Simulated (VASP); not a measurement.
Input of a VASP 6.6.1 run:

INCAR

```
SYSTEM = TaN
PREC = Accurate
ENCUT = 520
EDIFF = 1E-6
ISMEAR = -1
SIGMA = 0.08
LREAL = .FALSE.
LASPH = .TRUE.
NELM = 60
ALGO = Normal
ISIF = 2
LWAVE = .FALSE.
LCHARG = .FALSE.
GGA = PE
NBANDS = 24
```

KPOINTS

```
regular mesh
0
G
  11 11 6
  0 0 0
```

The input POSCAR:

```
TaN
1.0
    2.8412368998      0.0000000000      0.0000000000
   -1.4206184499      2.4605833334      0.0000000000
    0.0000000000      0.0000000000      5.7954167010
Ta N
2 2
Direct
    0.0000000000      0.0000000000      0.0000000000
    0.0000000000      0.0000000000      0.5000000000
    0.3333333333      0.6666666667      0.2500000000
    0.6666666667      0.3333333333      0.7500000000
```

Potentials or basis: VASP PAW PBE potentials, release 64 (Ta_pv, N).

The run is started by

```bash
$ cat potpaw_PBE.64/Ta_pv/POTCAR potpaw_PBE.64/N/POTCAR > POTCAR
$ mpirun -np 1 vasp_std > vasp.out
```

Problem. What does it give for the pressure?

Solution. 29.0 GPa.

Problem. Predict the band gap on the k mesh.

Solution. Zero (bands 16 and 17 overlap by 1.18 eV).

Stress tensor (GPa, compression positive):
```
28.97  0.00  0.00
 0.00 28.97  0.00
 0.00  0.00 29.13
```

Caveat: the cell stands under pressure; spin-orbit coupling is left out, which moves the levels of the heavy elements.
